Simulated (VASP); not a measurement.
# Si7Sn (P1) in VASP: further runs

Aim: see how the results for Si7Sn move with the level of theory and the settings. Levels: PBEsol, RPBE. Tasks: single point.

Everything below comes from runs of VASP 6.6.1. Logs are shortened: lines on timing, memory, paths and dates and some standing lists are left out, and cuts for length are marked.

### 1 The cell of the first run

The typed cell holds 16 atoms: a = 7.871 Å, b = 7.871 Å, c = 7.871 Å, α = 60.00°, β = 60.00°, γ = 60.00°.

### 2 Single point, PBEsol

Contents of INCAR:

```
SYSTEM = Si7Sn
  PREC = Accurate
  ENCUT = 520
  EDIFF = 1E-6
  ISMEAR = -1
  SIGMA = 0.05
  LREAL = Auto
  LASPH = .True.
  NELM = 60
  ALGO = Normal
  ISIF = 2
  LWAVE = .False.
  LCHARG = .True.
  GGA = PS
  LELF = .True.
  LVHAR = .True.
  NBANDS = 56
```

Contents of KPOINTS:

```
Automatic mesh
0
Gamma
  2 2 2
  0.5 0.5 0.5
```

Contents of POSCAR:

```
Si7Sn
1.0
    0.0000000000      5.5655950000      5.5655950000
    5.5655950000      0.0000000000      5.5655950000
    5.5655950000      5.5655950000      0.0000000000
Sn Si
2 14
Direct
    0.0114980000      0.0056530000      0.9900950000
    0.9939270000      0.5053740000      0.4998640000
    0.5015470000      0.5035200000      0.5025010000
    0.1298090000      0.1147560000      0.1346420000
    0.6305020000      0.6253780000      0.6256850000
    0.0124990000      0.9811200000      0.5045360000
    0.4966450000      0.5061680000      0.0018260000
    0.1248720000      0.1219720000      0.6218940000
    0.6231110000      0.6193700000      0.1169900000
    0.0002050000      0.4963950000      0.0014140000
    0.4997850000      0.0009450000      0.4934820000
    0.1212570000      0.6294280000      0.1188120000
    0.6282380000      0.1236140000      0.6293630000
    0.4881660000      0.9962820000      0.0051820000
    0.6212510000      0.1226200000      0.1242940000
    0.1179570000      0.6323340000      0.6187050000
```

Potentials or basis: VASP PAW PBE potentials, release 64 (Sn_d, Si).

On the command line:

```
> cat potpaw_PBE.64/Sn_d/POTCAR potpaw_PBE.64/Si/POTCAR > POTCAR
> mpirun -np 1 vasp_std > vasp.out
```

OUTCAR:

```text
SYSTEM = Si7Sn
   PREC = Accurate
   ENCUT = 520
   EDIFF = 1E-6
   ISMEAR = -1
   LREAL = Auto
   LASPH = .True.
   NELM = 60
   ISIF = 2
   GGA = PS

 ion  position               nearest neighbor table
   1  0.011  0.006  0.990-   8 2.37   4 2.39  12 2.42  15 2.51
   2  0.994  0.505  0.500-   5 2.34  16 2.38  12 2.45   8 2.46
   3  0.502  0.504  0.503-   5 2.40  13 2.44  16 2.47   9 2.48
   4  0.130  0.115  0.135-  14 2.30   6 2.38   1 2.39  10 2.45
   5  0.631  0.625  0.626-   2 2.34   3 2.40  11 2.42   7 2.42
   6  0.012  0.981  0.505-  16 2.24   4 2.38   8 2.38  13 2.47
[... 8 lines left out ...]
  15  0.621  0.123  0.124-  11 2.37  14 2.43   7 2.47   1 2.51
  16  0.118  0.632  0.619-   6 2.24   2 2.38  10 2.46   3 2.47

  LATTYP: Found a face centered cubic cell.
 ALAT       =    11.1311900000

  Lattice vectors:

 A1 = (   0.0000000000,   5.5655950000,   5.5655950000)
 A2 = (   5.5655950000,   0.0000000000,   5.5655950000)
 A3 = (   5.5655950000,   5.5655950000,   0.0000000000)

Analysis of symmetry for initial positions (statically):
=====================================================================
 Subroutine PRICEL returns:
 Original cell was already a primitive cell.

 Routine SETGRP: Setting up the symmetry group for a
 face centered cubic supercell.

 Subroutine GETGRP returns: Found  1 space group operations
 (whereof  1 operations were pure point group operations)
 out of a pool of 48 trial point group operations.

The static configuration has the point symmetry C_1 .

Analysis of symmetry for dynamics (positions and initial velocities):
=====================================================================
 Subroutine PRICEL returns:
 Original cell was already a primitive cell.

 Routine SETGRP: Setting up the symmetry group for a
 face centered cubic supercell.

 Subroutine GETGRP returns: Found  1 space group operations
 (whereof  1 operations were pure point group operations)
 out of a pool of 48 trial point group operations.

The dynamic configuration has the point symmetry C_1 .

 Subroutine INISYM returns: Found  1 space group operations
 (whereof  1 operations are pure point group operations),
 and found     1 'primitive' translations

----------------------------------------------------------------------------------------

                                     Primitive cell

  volume of cell :     344.7980

  direct lattice vectors                    reciprocal lattice vectors
     0.000000000  5.565595000  5.565595000    -0.089837654  0.089837654  0.089837654
     5.565595000  0.000000000  5.565595000     0.089837654 -0.089837654  0.089837654
     5.565595000  5.565595000  0.000000000     0.089837654  0.089837654 -0.089837654

  length of vectors
     7.870939932  7.870939932  7.870939932     0.155603382  0.155603382  0.155603382

  position of ions in fractional coordinates (direct lattice)
     0.011498000  0.005653000  0.990095000
     0.993927000  0.505374000  0.499864000
     0.501547000  0.503520000  0.502501000
     0.129809000  0.114756000  0.134642000
     0.630502000  0.625378000  0.625685000
     0.012499000  0.981120000  0.504536000
[... 8 lines left out ...]
     0.621251000  0.122620000  0.124294000
     0.117957000  0.632334000  0.618705000

  ion indices of the primitive-cell ions
   primitive index   ion index
                 1           1
                 2           2
                 3           3
                 4           4
                 5           5
                 6           6
[... 8 lines left out ...]
                15          15
                16          16

----------------------------------------------------------------------------------------

 KPOINTS: Automatic mesh

Automatic generation of k-mesh.
 Grid dimensions read from file:
 generate k-points for:    2    2    2

 Generating k-lattice:

  Cartesian coordinates                     Fractional coordinates (reciprocal lattice)
    -0.044918827  0.044918827  0.044918827     0.500000000  0.000000000  0.000000000
     0.044918827 -0.044918827  0.044918827     0.000000000  0.500000000  0.000000000
     0.044918827  0.044918827 -0.044918827     0.000000000  0.000000000  0.500000000

  Length of vectors
     0.077801691  0.077801691  0.077801691

  Shift w.r.t. Gamma in fractional coordinates (k-lattice)
     0.500000000  0.500000000  0.500000000

 Subroutine IBZKPT returns following result:
 ===========================================

 Found     16 irreducible k-points:

 Following reciprocal coordinates:
            Coordinates               Weight
  0.250000  0.250000  0.250000      2.000000
  0.250000  0.000000  0.000000      2.000000
  0.000000  0.000000 -0.250000      2.000000
  0.000000  0.250000  0.000000      2.000000
 -0.250000  0.250000  0.250000      2.000000
  0.250000 -0.250000  0.250000      2.000000
[... 8 lines left out ...]
  0.000000  0.250000  0.500000      2.000000
  0.500000  0.250000  0.000000      2.000000
   k-points           NKPTS =     16   k-points in BZ     NKDIM =     16   number of bands    NBANDS=     56
   number of dos      NEDOS =    301   number of ions     NIONS =     16
   total plane-waves  NPLWV = 216000
   dimension x,y,z NGX =    60 NGY =   60 NGZ =   60
   dimension x,y,z NGXF=   120 NGYF=  120 NGZF=  120
   ions per type =               2  14
   NGX,Y,Z   is equivalent  to a cutoff of  12.67, 12.67, 12.67 a.u.
   NGXF,Y,Z  is equivalent  to a cutoff of  25.35, 25.35, 25.35 a.u.
 SYSTEM =  Si7Sn
   PREC   = accura    normal or accurate (medium, high low for compatibility)
   ISTART =      0    job   : 0-new  1-cont  2-samecut
   ICHARG =      2    charge: 1-file 2-atom 10-const
   ISPIN  =      1    spin polarized calculation?
   LNONCOLLINEAR =      F non collinear calculations
   LSORBIT =      F    spin-orbit coupling
   LASPH  =      T    aspherical Exc in radial PAW
   ENCUT  =  520.0 eV  38.22 Ry    6.18 a.u.  14.63 14.63 14.63*2*pi/ulx,y,z
   NELM   =     60;   NELMIN=  2; NELMDL= -5     # of ELM steps
   EDIFF  = 0.1E-05   stopping-criterion for ELM
   LREAL  =      T    real-space projection
   EDIFFG = 0.1E-04   stopping-criterion for IOM
   NSW    =      0    number of steps for IOM
   IBRION =     -1    ionic relax: 0-MD 1-quasi-New 2-CG
   NFREE  =      0    steps in history (QN), initial steepest desc. (CG)
   ISIF   =      2    stress and relaxation
   ISYM   =      2    0-nonsym 1-usesym 2-fastsym
   POTIM  = 0.5000    time-step for ionic-motion
   TEBEG  =    0.0;   TEEND  =   0.0 temperature during run
   PSTRESS=    0.0 pullay stress
   NELECT =      84.0000    total number of electrons
   NUPDOWN=      -1.0000    fix difference up-down
   EMIN   =  10.00;   EMAX   =-10.00  energy-range for DOS
   EFERMI =   0.00;   METHOD = LEGACY
   ISMEAR =    -1;   SIGMA  =   0.05  broadening in eV -4-tet -1-fermi 0-gaus
   EFERMI_NEDOS =   21; number of points for ismear=-14 and -15
   IALGO  =     38    algorithm
   IMIX   =      4    mixing-type and parameters
     AMIX     =   0.40;   BMIX     =  1.00
     AMIX_MAG =   1.60;   BMIX_MAG =  1.00
  volume/ion in A,a.u.               =      21.55       145.43
  Fermi-wavevector in a.u.,A,eV,Ry     =   1.022460  1.932169 14.223863  1.045424
  Thomas-Fermi vector in A             =   2.156141
   LORBIT       =      0    0 simple, 1 ext, 2 COOP (PROOUT), +10 PAW based schemes
   GGA     = PS    functional components
   LHFCALC =     F    Hartree Fock is set to
   AEXX    =    0.0000 exact exchange contribution
   IVDW    =     0    specifies the selected vdW correction
   LEPSILON=     F    determine dielectric tensor
   LRPA    =     F    only Hartree local field effects (RPA)
 non-spin polarized calculation
  energy-cutoff  :      520.00
  volume of cell :      344.80
 maximum number of plane-waves:      9303
 NGX is ok and might be reduce to    60
   NGX = 29   NGY = 29   NGZ = 29

 number of electron      84.0000002 magnetization

 Free energy of the ion-electron system (eV)
  ---------------------------------------------------
  ext. energy  EPLUGINS =         0.00000000
  ---------------------------------------------------
  free energy    TOTEN  =       -86.34139245 eV

  energy without entropy =      -86.34129566  energy(sigma->0) =      -86.34134406

 E-fermi :   6.1110     XC(G=0):  -9.5285

 val. band max:        5.6883873657   @ k =   0.2500   0.2500   0.2500
 cond. band min:       6.5313379632   @ k =   0.2500   0.2500   0.2500
 fundamental gap:      0.8429505975
 Fermi energy:         6.1110359975

 k-point     1 :       0.2500    0.2500    0.2500
  band No.  band energies     occupation
      1     -15.4799      2.00000
      2     -15.4539      2.00000
      3     -15.4249      2.00000
      4     -15.3685      2.00000
      5     -15.3652      2.00000
      6     -15.3593      2.00000
[... 46 lines left out ...]
     53       8.1852      0.00000
     54       8.6444      0.00000

 k-point     2 :       0.2500    0.0000    0.0000
  band No.  band energies     occupation
      1     -15.4799      2.00000
      2     -15.4539      2.00000
      3     -15.4249      2.00000
      4     -15.3685      2.00000
      5     -15.3653      2.00000
      6     -15.3593      2.00000
[... 46 lines left out ...]
     53       8.1282      0.00000
     54       8.6792      0.00000

 k-point     3 :       0.0000    0.0000   -0.2500
  band No.  band energies     occupation
      1     -15.4798      2.00000
      2     -15.4522      2.00000
      3     -15.4243      2.00000
      4     -15.3679      2.00000
      5     -15.3645      2.00000
      6     -15.3592      2.00000
[... 46 lines left out ...]
     53       8.1447      0.00000
     54       8.6853      0.00000
[... 628 lines left out ...]
 k-point    15 :       0.0000    0.2500    0.5000
  band No.  band energies     occupation
      1     -15.4798      2.00000
      2     -15.4522      2.00000
      3     -15.4243      2.00000
      4     -15.3678      2.00000
      5     -15.3644      2.00000
      6     -15.3592      2.00000
[... 46 lines left out ...]
     53       9.2732      0.00000
     54       9.3866      0.00000

 k-point    16 :       0.5000    0.2500    0.0000
  band No.  band energies     occupation
      1     -15.4798      2.00000
      2     -15.4521      2.00000
      3     -15.4243      2.00000
      4     -15.3678      2.00000
      5     -15.3645      2.00000
      6     -15.3592      2.00000
[... 46 lines left out ...]
     53       9.2598      0.00000
     54       9.3182      0.00000
 [bands above 54 left out]

------------------------ aborting loop because EDIFF is reached ----------------------------------------

  FORCE on cell =-STRESS in cart. coord.  units (eV):
  Direction    XX          YY          ZZ          XY          YZ          ZX
  --------------------------------------------------------------------------------------
  -------------------------------------------------------------------------------------
  Total        3.6536478      3.3590481      3.5109537      1.1126316      0.9328235      0.7506169
  in kB       16.9774500     15.6085304     16.3143918      5.1700792      4.3345623      3.4879006
  external PRESSURE =      16.3001241 kB  Pullay stress =       0.0000000 kB

 VOLUME and BASIS-vectors are now :
 -----------------------------------------------------------------------------
  energy-cutoff  :      520.00
  volume of cell :      344.80
      direct lattice vectors                 reciprocal lattice vectors
     0.000000000  5.565595000  5.565595000    -0.089837654  0.089837654  0.089837654
     5.565595000  0.000000000  5.565595000     0.089837654 -0.089837654  0.089837654
     5.565595000  5.565595000  0.000000000     0.089837654  0.089837654 -0.089837654

 POSITION                                       TOTAL-FORCE (eV/Angst)
 -----------------------------------------------------------------------------------
      5.54193      5.57446      0.09546         0.601873     -0.364224     -1.134551
      5.59475      8.31384      8.34450        -1.600352      0.329444      0.270075
      5.59911      5.58812      5.59380        -0.324226     -0.325215     -0.211293
      1.38805      1.47183      1.36115         1.638506      0.443199      1.078391
      6.96291      6.99143      6.98972         1.919685     -1.998027     -1.848169
      8.26856      2.87761      5.53008         1.380342     -1.081854      0.518252
[... 8 lines left out ...]
      1.37422      4.14940      4.14008         0.663682     -0.897576     -0.392378
      6.96278      4.09996      4.17582         0.482017      2.969489      0.630897
 -----------------------------------------------------------------------------------
    total drift:                                0.003084      0.010544     -0.009943

  FREE ENERGIE OF THE ION-ELECTRON SYSTEM (eV)
  ---------------------------------------------------
  free  energy   TOTEN  =       -86.3413924470 eV

  energy  without entropy=      -86.3412956639  energy(sigma->0) =      -86.34134406
```

Run time: 18 min. Hardware: 1 thread of AMD EPYC 7R13, shared host; peak memory 0.54 GiB.

Results:

```
Free energy            : -86.3414 eV
Pressure               : 1.6 GPa
Largest force          : 3.331 eV/Å
Band gap on the k mesh : 0.84 eV
```

Forces in eV/Å, atoms in the order of the input:
```
Sn   0.602 -0.364 -1.135
Sn  -1.600  0.329  0.270
Si  -0.324 -0.325 -0.211
Si   1.639  0.443  1.078
Si   1.920 -1.998 -1.848
Si   1.380 -1.082  0.518
Si  -0.979 -0.544 -1.014
Si  -2.337 -0.362  0.790
Si   1.107  1.039  0.514
Si  -0.226 -0.189  0.065
Si   0.414  0.418  0.107
Si  -1.945  0.283 -0.099
Si  -0.280 -0.410 -0.130
Si  -0.516  0.691  0.855
Si   0.664 -0.898 -0.392
Si   0.482  2.969  0.631
```

Levels at points of the mesh, in eV from the valence-band top:
| k point | band 38 | band 39 | band 40 | band 41 | band 42 | band 43 | band 44 | band 45 | band 46 | band 47 |
| --- | --- | --- | --- | --- | --- | --- | --- | --- | --- | --- |
| (0.25, 0.25, 0.25) | -1.35 | -0.90 | -0.83 | -0.04 | 0.00 | 0.84 | 1.02 | 1.06 | 1.45 | 1.85 |

Caveat: the PAW data sets were made with another functional, which shifts forces and pressure a little; spin-orbit coupling is left out, which moves the levels of the heavy elements; a shifted mesh leaves out Γ, where band edges can lie. A k mesh can miss the band edges.

(Continued in part 2 of 2.)
